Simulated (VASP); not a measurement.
Wanted: the native input for a VASP 6.6.1 run.

* Task: single point
* Functional: PBE
* Potentials or basis: VASP PAW PBE potentials, release 64 (Bi_d, Te)
* Cutoff: 520 eV
* k mesh: 12 × 12 × 12
* Occupations: gaussian, width 0.15 eV
* Spin: no spin polarisation
* Dipole correction: no
* Further INCAR settings: ALGO = Normal; EDIFF = 1e-06; NBANDS = 18

The structure of BiTe lies in POSCAR:

```
BiTe
1.0
    2.3015723842      1.3288134356      3.4831565522
   -2.3015723842      1.3288134356      3.4831565522
    0.0000000000     -2.6576268711      3.4831565522
Bi Te
1 1
Direct
    0.5000000000      0.5000000000      0.5000000000
    0.0000000000      0.0000000000      0.0000000000
```

This cell differs from its parent crystal: strain -0.050 along x and y, +0.050 along z.

The input as run:

INCAR

```
SYSTEM = BiTe
ALGO = Normal
EDIFF = 1E-6
ENCUT = 520
GGA = PE
ISIF = 2
ISMEAR = 0
LASPH = .TRUE.
LCHARG = .FALSE.
LREAL = .FALSE.
LWAVE = .FALSE.
NBANDS = 18
NELM = 100
PREC = Accurate
SIGMA = 0.15
```

KPOINTS

```
k-points
0
G
  12 12 12
  0 0 0
```

Potentials or basis: VASP PAW PBE potentials, release 64 (Bi_d, Te).

Command:

```bash
$ cat potpaw_PBE.64/Bi_d/POTCAR potpaw_PBE.64/Te/POTCAR > POTCAR
$ mpirun -np 1 vasp_std > vasp.out
```

It gave:

```yaml
Pressure: 3.8 GPa
Band_gap_on_the_k_mesh: zero (an odd number of electrons rules out a gap without spin polarisation)
```

Caveat: the cell differs from its parent crystal (strain -0.050 along x and y, +0.050 along z); the cell stands under pressure; spin-orbit coupling is left out, which moves the levels of the heavy elements.

Run time: 74 s on 1 thread of Intel(R) Xeon(R) 6975P-C (Granite Rapids), on a shared host, peak memory 0.36 GiB.
